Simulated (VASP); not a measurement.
Runs of VASP 6.6.1 on Re2Br. The structure is that of space group Fm-3m (No. 225), or close to it. The cells are those of the table. 

| task | spin | cell | k mesh | cutoff (eV) | gap on the mesh (eV) | pressure (GPa) | relaxed volume (Å³/atom) |
| --- | --- | --- | --- | --- | --- | --- | --- |
| single point | off | a = 4.173 Å, angles 60.0°, 3 atoms | 6 × 6 × 6 | 520 | none | 0.5 | - |
| relaxation of cell and atoms | off | relaxed from a = 4.323 Å, angles 60.0°, 3 atoms | 6 × 6 × 6 | 600 | none | -0.2 | 17.20 |
| single point | off | a = 4.166 Å, angles 60.0°, 3 atoms | 14 × 14 × 14 | 520 | none | 0.7 | - |
| relaxation of cell and atoms | off | relaxed from a = 4.173 Å, angles 60.0°, 3 atoms | 14 × 14 × 14 | 600 | none | 0.0 | (b) |
| single point | collinear | a = 4.323 Å, angles 60.0°, 3 atoms | 6 × 6 × 6 | 520 | none | (a) | - |

Alike in all rows: level PBE; potentials or basis VASP PAW PBE potentials, release 64 (Re, Br); smearing gaussian 0.1 eV.

**Question.** Fill in the values left out.

**Answer.** (a) -15.5; (b) 17.11.

Caveats: spin-orbit coupling is left out, which moves the levels of the heavy elements; the cell stands under tension (at least some runs).

A k mesh can miss the band edges, and the runs leave out spin-orbit coupling on Br, Re.

A gap of «none» marks levels without a gap at the run's occupations.
